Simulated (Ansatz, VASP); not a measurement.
Sn: VASP beside Ansatz

File INCAR:

```
SYSTEM = Sn
PREC = Accurate
ENCUT = 600
EDIFF = 1E-7
ISMEAR = 0
SIGMA = 0.1
LREAL = .FALSE.
LASPH = .TRUE.
NELM = 100
ALGO = Fast
ISIF = 3
LWAVE = .FALSE.
LCHARG = .FALSE.
GGA = CA
IBRION = 2
NSW = 100
EDIFFG = -0.002
```

The input KPOINTS:

```
Automatic mesh
0
G
  12 12 12
  0 0 0
```

Contents of POSCAR:

```
Sn
1.0
    0.0000000000      3.2849870000      3.2849870000
    3.2849870000      0.0000000000      3.2849870000
    3.2849870000      3.2849870000      0.0000000000
Sn
2
Direct
    0.5000000000      0.5000000000      0.5000000000
    0.7500000000      0.7500000000      0.7500000000
```

Input for Ansatz:

```yaml
crystal:
  lattice:
    - [0.0, 3.284987, 3.284987]
    - [3.284987, 0.0, 3.284987]
    - [3.284987, 3.284987, 0.0]
  atoms:
    - { symbol: Sn, position: [0.5, 0.5, 0.5] }
    - { symbol: Sn, position: [0.75, 0.75, 0.75] }
basis:
  ecutwfc: 420
kpoints:
  mp_grid: { grid: [12, 12, 12] }
hamiltonian:
  xc: lda
  pseudopotentials: { kind: paw, azcp: { folder: soft_1 } }
scf:
  occupations: { method: gaussian, width: 0.1 }
output:
  forces: true
  stress: true
  eigenvalues: true
relax:
  adjacent_minimum: "off"
  f_tol: 0.002
  max_steps: 80
  cell: { stress_tol: 0.02 }
```

Alike in both runs: task relaxation of cell and atoms; functional LDA; k mesh 12 × 12 × 12; occupations gaussian, width 0.1 eV; no spin polarisation.

|  | VASP | Ansatz |
| --- | --- | --- |
| version | VASP 6.6.1 | Ansatz 0.2.0 |
| potentials or method | VASP PAW LDA potentials, release 64 (Sn_d), cutoff 600 eV | scalar-relativistic, plane waves, PAW |
| valence electrons in the cell | 28 | 28 |

```tsv
	VASP	Ansatz	Ansatz less VASP
gap on the k mesh at the Fermi level, each at its own relaxed structure (eV)	none	none	-
relaxed volume (Å³/atom)	33.95	33.91	-0.035
relaxed cell length with the largest relative difference (Å)	4.579	4.578	-0.0016
```

Ansatz warns that its potentials were made for another functional, while VASP's fit it. LDA's correlation is that of Perdew and Zunger in VASP and of Perdew and Wang (1992) in Ansatz. A gap of «none» marks a metal or a gap that the smearing closes.
